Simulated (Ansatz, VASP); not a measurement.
**Two plane-wave programs on Cr**

```
Cr
1.0
     1.20282   -2.28134    0.00000
     1.20282    2.28134    0.00000
     0.00000    0.00000    2.24216
Cr
1
Direct
  0.00000 0.00000 0.00000
```

Alike in both runs: functional PBE; k mesh 20 × 20 × 18; occupations gaussian, width 0.1 eV; no spin polarisation.

Ansatz relaxed the structure, and its values are those at the end. VASP's run is a single point on that final structure, the one shown.

```csv
,VASP,Ansatz
version,VASP 6.6.1,Ansatz 0.2.0
potentials or method,"VASP PAW PBE potentials, release 64 (Cr_sv), cutoff 700 eV","scalar-relativistic, plane waves, PAW"
valence electrons in the cell,14,14
```

VASP gave:

| Property | Result |
| --- | --- |
| gap on the k mesh at the Fermi level (eV) | none |
| pressure (GPa) | -0.8 |

Question: Which values does Ansatz return?

Answer: gap on the k mesh at the Fermi level (eV): none; pressure (GPa): 0.0.

A gap of «none» marks a metal or a gap that the smearing closes.
